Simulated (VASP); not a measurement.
# Al8O11 (P1) in VASP: relaxation of cell and atoms with PBE

Aim: the relaxation of cell and atoms of Al8O11 with PBE.

Everything below comes from runs of VASP 6.6.1. Logs are shortened: lines on timing, memory, paths and dates and some standing lists are left out, and cuts for length are marked.

### Step 1. The cell of the first run

The typed cell holds 19 atoms: a = 4.786 Å, b = 5.181 Å, c = 7.053 Å, α = 95.64°, β = 89.41°, γ = 89.98°.

### Step 2. Relaxation of cell and atoms, PBE

Input file INCAR:

```
ALGO = Normal
EDIFF = 1E-7
EDIFFG = -0.04
ENCUT = 600
GGA = PE
IBRION = 2
ISIF = 3
ISMEAR = 0
ISYM = 0
LASPH = True
LCHARG = False
LREAL = Auto
LWAVE = False
NELM = 60
NSW = 45
PREC = Accurate
SIGMA = 0.1
```

Input file KPOINTS:

```
k-points
0
Gamma
  4 4 3
```

Input file POSCAR:

```
Al8O11
1.0
   -2.3744801496     -4.1554312623      0.0126046988
    2.4104877843     -1.3926923594     -4.3692715387
    4.7853656647     -2.8045465677      4.3557798808
Al O
8 11
Direct
    0.4984641625      0.7960030074      0.8514772361
    0.0056149849      0.2947656614      0.3540460838
    0.4959486377      0.2047507488      0.6480740366
    0.0040293212      0.7093216102      0.1483547685
    0.5214697157      0.2139267467      0.1411113244
    0.9993936233      0.6997621630      0.6476621617
    0.4992653780      0.7990193215      0.3496748764
    0.9870294982      0.2944207537      0.8663573404
    0.3438070159      0.1514972119      0.9029377159
    0.8457848842      0.6497432257      0.3988483653
    0.3450954837      0.8466615491      0.5951051863
    0.3051612963      0.4995206660      0.2462576002
    0.8035473624      0.9977726528      0.7483505496
    0.6552953392      0.8428979726      0.0952365673
    0.1521742720      0.3484955902      0.5969141313
    0.1503956408      0.6527282292      0.9034907423
    0.6556717571      0.1530376848      0.4012758293
    0.6903426660      0.4994870275      0.7498650950
    0.1954704974      0.0018988823      0.2486010583
```

Potentials or basis: VASP PAW PBE potentials, release 64 (Al, O).

The run is started by

```
$ cat potpaw_PBE.64/Al/POTCAR potpaw_PBE.64/O/POTCAR > POTCAR
$ mpirun -np 1 vasp_std > vasp.out
```

OUTCAR:

```text
EDIFF = 1E-7
   EDIFFG = -0.04
   ENCUT = 600
   GGA = PE
   IBRION = 2
   ISIF = 3
   ISMEAR = 0
   ISYM = 0
   LASPH = True
   LREAL = Auto
   NELM = 60
   NSW = 45
   PREC = Accurate

 ion  position               nearest neighbor table
   1  0.498  0.796  0.851-  18 1.87  16 1.87  14 1.88  13 1.97   9 1.98  11 2.00   3 2.67   6 2.80
                             6 2.82   5 2.83   4 3.20   3 3.25   4 3.28
   2  0.006  0.295  0.354-  15 1.85  19 1.86  17 1.87  12 1.97  10 1.99   4 2.71   5 2.78   6 2.80
                             5 2.89   3 3.21   4 3.23   3 3.25
   3  0.496  0.205  0.648-  15 1.86  18 1.87  17 1.89   9 1.98  11 1.99  13 2.00   1 2.67   7 2.82
                             8 2.84   8 2.88   2 3.21   2 3.25   1 3.25
   4  0.004  0.709  0.148-  16 1.85  19 1.85  14 1.86  10 1.97  12 1.98   2 2.71   8 2.78   7 2.79
                             7 2.80   1 3.20   2 3.23   1 3.28
   5  0.521  0.214  0.141-   9 1.89  12 1.89  17 2.00  14 2.02  19 2.09   7 2.72   2 2.78   1 2.83
                             2 2.89   8 2.99   7 3.24   8 3.28
   6  0.999  0.700  0.648-  11 1.87  13 1.88  10 1.90  15 1.96  18 1.98  16 1.99   8 2.73   2 2.80
                             1 2.80   1 2.82   7 3.24   7 3.27   8 3.31
   7  0.499  0.799  0.350-  11 1.87  10 1.88  12 1.90  14 1.97  19 1.97  17 1.98   5 2.72   4 2.79
                             4 2.80   3 2.82   5 3.24   6 3.24   6 3.27
   8  0.987  0.294  0.866-   9 1.89  13 1.89  18 2.00  16 2.01  15 2.09   6 2.73   4 2.78   3 2.84
                             3 2.88   5 2.99   5 3.28   6 3.31
   9  0.344  0.151  0.903-   5 1.89   8 1.89   3 1.98   1 1.98
  10  0.846  0.650  0.399-   7 1.88   6 1.90   4 1.97   2 1.99
  11  0.345  0.847  0.595-   7 1.87   6 1.87   3 1.99   1 2.00
  12  0.305  0.500  0.246-   5 1.89   7 1.90   2 1.97   4 1.98
  13  0.804  0.998  0.748-   6 1.88   8 1.89   1 1.97   3 2.00
  14  0.655  0.843  0.095-   4 1.86   1 1.88   7 1.97   5 2.02
  15  0.152  0.348  0.597-   2 1.85   3 1.86   6 1.96   8 2.09
  16  0.150  0.653  0.903-   4 1.85   1 1.87   6 1.99   8 2.01
  17  0.656  0.153  0.401-   2 1.87   3 1.89   7 1.98   5 2.00
  18  0.690  0.499  0.750-   1 1.87   3 1.87   6 1.98   8 2.00
  19  0.195  0.002  0.249-   4 1.85   2 1.86   7 1.97   5 2.09

IMPORTANT INFORMATION: All symmetrisations will be switched off!
NOSYMM: (Re-)initialisation of all symmetry stuff for point group C_1.

----------------------------------------------------------------------------------------

                                     Primitive cell

  volume of cell :     174.0137

  direct lattice vectors                    reciprocal lattice vectors
    -2.374480150 -4.155431262  0.012604699    -0.105279540 -0.180492159 -0.000550434
     2.410487784 -1.392692359 -4.369271539     0.103812452 -0.059782812 -0.152543114
     4.785365665 -2.804546568  4.355779881     0.104438659 -0.059445679  0.076566002

  length of vectors
     4.786013355  5.180789240  7.052519009     0.208953354  0.193959819  0.142490614

  position of ions in fractional coordinates (direct lattice)
     0.498464162  0.796003007  0.851477236
     0.005614985  0.294765661  0.354046084
     0.495948638  0.204750749  0.648074037
     0.004029321  0.709321610  0.148354768
     0.521469716  0.213926747  0.141111324
     0.999393623  0.699762163  0.647662162
[... 11 lines left out ...]
     0.690342666  0.499487028  0.749865095
     0.195470497  0.001898882  0.248601058

  ion indices of the primitive-cell ions
   primitive index   ion index
                 1           1
                 2           2
                 3           3
                 4           4
                 5           5
                 6           6
[... 11 lines left out ...]
                18          18
                19          19

----------------------------------------------------------------------------------------

 KPOINTS: k-points

Automatic generation of k-mesh.
 Grid dimensions read from file:
 generate k-points for:    4    4    3

 Generating k-lattice:

  Cartesian coordinates                     Fractional coordinates (reciprocal lattice)
    -0.026319885 -0.045123040 -0.000137608     0.250000000 -0.000000000  0.000000000
     0.025953113 -0.014945703 -0.038135778     0.000000000  0.250000000  0.000000000
     0.034812886 -0.019815226  0.025522001    -0.000000000  0.000000000  0.333333333

  Length of vectors
     0.052238338  0.048489955  0.047496871

  Shift w.r.t. Gamma in fractional coordinates (k-lattice)
     0.000000000  0.000000000  0.000000000

 Subroutine IBZKPT returns following result:
 ===========================================

 Found     26 irreducible k-points:

 Following reciprocal coordinates:
            Coordinates               Weight
  0.000000  0.000000  0.000000      1.000000
  0.250000 -0.000000 -0.000000      2.000000
  0.500000 -0.000000 -0.000000      1.000000
 -0.000000  0.250000  0.000000      2.000000
  0.250000  0.250000 -0.000000      2.000000
  0.500000  0.250000  0.000000      2.000000
[... 16 lines left out ...]
 -0.000000 -0.250000  0.333333      2.000000
  0.250000 -0.250000  0.333333      2.000000
 [... further k-points ...]
   k-points           NKPTS =     26   k-points in BZ     NKDIM =     26   number of bands    NBANDS=     55
   number of dos      NEDOS =    301   number of ions     NIONS =     19
   total plane-waves  NPLWV =  94080
   dimension x,y,z NGX =    40 NGY =   42 NGZ =   56
   dimension x,y,z NGXF=    80 NGYF=   84 NGZF=  112
   ions per type =               8  11
   NGX,Y,Z   is equivalent  to a cutoff of  13.89, 13.48, 13.20 a.u.
   NGXF,Y,Z  is equivalent  to a cutoff of  27.79, 26.95, 26.40 a.u.
 SYSTEM =  unknown system
   PREC   = accura    normal or accurate (medium, high low for compatibility)
   ISTART =      0    job   : 0-new  1-cont  2-samecut
   ICHARG =      2    charge: 1-file 2-atom 10-const
   ISPIN  =      1    spin polarized calculation?
   LNONCOLLINEAR =      F non collinear calculations
   LSORBIT =      F    spin-orbit coupling
   LASPH  =      T    aspherical Exc in radial PAW
   ENCUT  =  600.0 eV  44.10 Ry    6.64 a.u.   9.56 10.35 14.09*2*pi/ulx,y,z
   NELM   =     60;   NELMIN=  2; NELMDL= -5     # of ELM steps
   EDIFF  = 0.1E-06   stopping-criterion for ELM
   LREAL  =      T    real-space projection
   EDIFFG = -.4E-01   stopping-criterion for IOM
   NSW    =     45    number of steps for IOM
   IBRION =      2    ionic relax: 0-MD 1-quasi-New 2-CG
   NFREE  =      1    steps in history (QN), initial steepest desc. (CG)
   ISIF   =      3    stress and relaxation
   ISYM   =      0    0-nonsym 1-usesym 2-fastsym
   POTIM  = 0.5000    time-step for ionic-motion
   TEBEG  =    0.0;   TEEND  =   0.0 temperature during run
   PSTRESS=    0.0 pullay stress
   NELECT =      90.0000    total number of electrons
   NUPDOWN=      -1.0000    fix difference up-down
   EMIN   =  10.00;   EMAX   =-10.00  energy-range for DOS
   EFERMI =   0.00;   METHOD = LEGACY
   ISMEAR =     0;   SIGMA  =   0.10  broadening in eV -4-tet -1-fermi 0-gaus
   EFERMI_NEDOS =   21; number of points for ismear=-14 and -15
   IALGO  =     38    algorithm
   IMIX   =      4    mixing-type and parameters
     AMIX     =   0.40;   BMIX     =  1.00
     AMIX_MAG =   1.60;   BMIX_MAG =  1.00
  volume/ion in A,a.u.               =       9.16        61.81
  Fermi-wavevector in a.u.,A,eV,Ry     =   1.314098  2.483286 23.495276  1.726854
  Thomas-Fermi vector in A             =   2.444375
   LORBIT       =      0    0 simple, 1 ext, 2 COOP (PROOUT), +10 PAW based schemes
   GGA     = PE    functional components
   LHFCALC =     F    Hartree Fock is set to
   AEXX    =    0.0000 exact exchange contribution
   IVDW    =     0    specifies the selected vdW correction
   LEPSILON=     F    determine dielectric tensor
   LRPA    =     F    only Hartree local field effects (RPA)
 conjugate gradient relaxation of ions
 non-spin polarized calculation
 Gauss-broadening in eV      SIGMA  =   0.10
  energy-cutoff  :      600.00
  volume of cell :      174.01
 maximum number of plane-waves:      5828
 NGX is ok and might be reduce to    40
   NGX = 19   NGY = 21   NGZ = 29

 number of electron      89.9999989 magnetization

 Free energy of the ion-electron system (eV)
  ---------------------------------------------------
  ext. energy  EPLUGINS =         0.00000000
  ---------------------------------------------------
  free energy    TOTEN  =      -137.95698109 eV

  energy without entropy =     -137.95698109  energy(sigma->0) =     -137.95698109

 E-fermi :   8.5853     XC(G=0): -11.3884

 val. band max:        8.0776477822   @ k =   0.5000   0.5000   0.3333
 cond. band min:      11.6797050538   @ k =  -0.0000   0.0000   0.3333
 fundamental gap:      3.6020572715
 Fermi energy:         8.5853066256

 k-point     1 :       0.0000    0.0000    0.0000
  band No.  band energies     occupation
      1     -13.3344      2.00000
      2     -12.2945      2.00000
      3     -11.6548      2.00000
      4     -11.4680      2.00000
      5     -11.3118      2.00000
      6     -11.1937      2.00000
[... 47 lines left out ...]
     54      16.1658      0.00000
     55      16.2851      0.00000

 k-point     2 :       0.2500   -0.0000   -0.0000
  band No.  band energies     occupation
      1     -13.1341      2.00000
      2     -12.1503      2.00000
      3     -11.8813      2.00000
      4     -11.5340      2.00000
      5     -11.3062      2.00000
      6     -11.1805      2.00000
[... 47 lines left out ...]
     54      15.8468      0.00000
     55      16.0098      0.00000

 k-point     3 :       0.5000   -0.0000   -0.0000
  band No.  band energies     occupation
      1     -12.6760      2.00000
      2     -12.4871      2.00000
      3     -11.7720      2.00000
      4     -11.7135      2.00000
      5     -11.3560      2.00000
      6     -11.2004      2.00000
[... 1152 lines left out ...]
 k-point    23 :      -0.0000   -0.2500    0.3333
  band No.  band energies     occupation
      1     -13.0346      2.00000
      2     -12.5115      2.00000
      3     -11.8192      2.00000
      4     -11.6552      2.00000
      5     -11.2373      2.00000
      6     -11.0980      2.00000
[... 47 lines left out ...]
     54      15.9474      0.00000
     55      16.7979      0.00000

 k-point    24 :       0.2500   -0.2500    0.3333
  band No.  band energies     occupation
      1     -12.8433      2.00000
      2     -12.3458      2.00000
      3     -11.8700      2.00000
      4     -11.6577      2.00000
      5     -11.3822      2.00000
      6     -11.2118      2.00000
[... 47 lines left out ...]
     54      16.0214      0.00000
     55      16.1112      0.00000

 [... further k-points ...]

------------------------ aborting loop because EDIFF is reached ----------------------------------------

  FORCE on cell =-STRESS in cart. coord.  units (eV):
  Direction    XX          YY          ZZ          XY          YZ          ZX
  --------------------------------------------------------------------------------------
  -------------------------------------------------------------------------------------
  Total       -0.5903282     -0.5197341     -0.5626546     -0.0507691     -0.0167768     -0.0390520
  in kB       -5.4352629     -4.7852900     -5.1804669     -0.4674402     -0.1544673     -0.3595591
  external PRESSURE =      -5.1336733 kB  Pullay stress =       0.0000000 kB

 VOLUME and BASIS-vectors are now :
 -----------------------------------------------------------------------------
  energy-cutoff  :      600.00
  volume of cell :      174.01
      direct lattice vectors                 reciprocal lattice vectors
    -2.374480150 -4.155431262  0.012604699    -0.105279540 -0.180492159 -0.000550434
     2.410487784 -1.392692359 -4.369271539     0.103812452 -0.059782812 -0.152543114
     4.785365665 -2.804546568  4.355779881     0.104438659 -0.059445679  0.076566002

 POSITION                                       TOTAL-FORCE (eV/Angst)
 -----------------------------------------------------------------------------------
      4.80979     -5.56793      0.23718         0.000603      0.002568      0.002012
      2.39144     -1.42679      0.25431        -0.002064     -0.002013      0.003519
      2.41720     -4.16359      1.93451        -0.001058     -0.001675     -0.001790
      2.41018     -1.42068     -2.45297        -0.002433     -0.001221     -0.002189
     -0.04728     -2.86062     -0.31348        -0.001506      0.002330     -0.000220
      2.41303     -6.94386     -0.22378         0.005149     -0.003516     -0.003295
[... 11 lines left out ...]
      3.15318     -5.66733      1.09255        -0.003342     -0.002016      0.004722
      0.73008     -1.51212      1.07702        -0.000009     -0.003452     -0.003649
 -----------------------------------------------------------------------------------
    total drift:                                0.008057     -0.008744     -0.000208

  FREE ENERGIE OF THE ION-ELECTRON SYSTEM (eV)
  ---------------------------------------------------
  free  energy   TOTEN  =      -137.9569810937 eV

  energy  without entropy=     -137.9569810937  energy(sigma->0) =     -137.95698109

 reached required accuracy - stopping structural energy minimisation
```

Run time: 3.9 min. Hardware: 1 thread of Intel Xeon 6975P-C (Granite Rapids), shared host; peak memory 0.38 GiB.

Results:

```
Free energy                  : -137.9570 eV
Pressure after relaxing      : -0.5 GPa
Largest force after relaxing : 0.009 eV/Å
Band gap on the k mesh       : 3.60 eV, indirect (least direct gap 3.87 eV)
```

Forces in eV/Å, atoms in the order of the input:
```
Al   0.001  0.003  0.002
Al  -0.002 -0.002  0.004
Al  -0.001 -0.002 -0.002
Al  -0.002 -0.001 -0.002
Al  -0.002  0.002  0.000
Al   0.005 -0.004 -0.003
Al   0.003  0.001  0.002
Al  -0.002  0.001  0.001
O   -0.002 -0.005  0.000
O    0.000  0.002 -0.004
O    0.000 -0.005 -0.001
O   -0.003  0.002  0.000
O    0.002  0.001  0.003
O    0.005  0.000  0.002
O    0.005 -0.001  0.000
O   -0.005  0.005 -0.003
O    0.002  0.009  0.001
O   -0.003 -0.002  0.005
O    0.000 -0.003 -0.004
```

Final structure:
```cif
data_structure
_symmetry_space_group_name_H-M 'P 1'
_symmetry_Int_Tables_number 1
_cell_length_a 4.7860
_cell_length_b 5.1808
_cell_length_c 7.0525
_cell_angle_alpha 95.640
_cell_angle_beta 89.412
_cell_angle_gamma 89.980
_cell_volume 174.01
loop_
_atom_site_label
_atom_site_type_symbol
_atom_site_fract_x
_atom_site_fract_y
_atom_site_fract_z
_atom_site_occupancy
Al1 Al 0.49846 0.79600 0.85148 1
Al2 Al 0.00562 0.29477 0.35405 1
Al3 Al 0.49595 0.20475 0.64807 1
Al4 Al 0.00403 0.70932 0.14835 1
Al5 Al 0.52147 0.21393 0.14111 1
Al6 Al 0.99939 0.69976 0.64766 1
Al7 Al 0.49927 0.79902 0.34968 1
Al8 Al 0.98703 0.29442 0.86636 1
O1 O 0.34381 0.15150 0.90294 1
O2 O 0.84578 0.64974 0.39885 1
O3 O 0.34510 0.84666 0.59511 1
O4 O 0.30516 0.49952 0.24626 1
O5 O 0.80355 0.99777 0.74835 1
O6 O 0.65530 0.84290 0.09524 1
O7 O 0.15217 0.34850 0.59691 1
O8 O 0.15040 0.65273 0.90349 1
O9 O 0.65567 0.15304 0.40128 1
O10 O 0.69034 0.49949 0.74987 1
O11 O 0.19547 0.00190 0.24860 1
```

Caveat: the relaxation stopped at its first step, so nothing moved. PBE gaps usually lie below the measured ones, often by a third to a half.
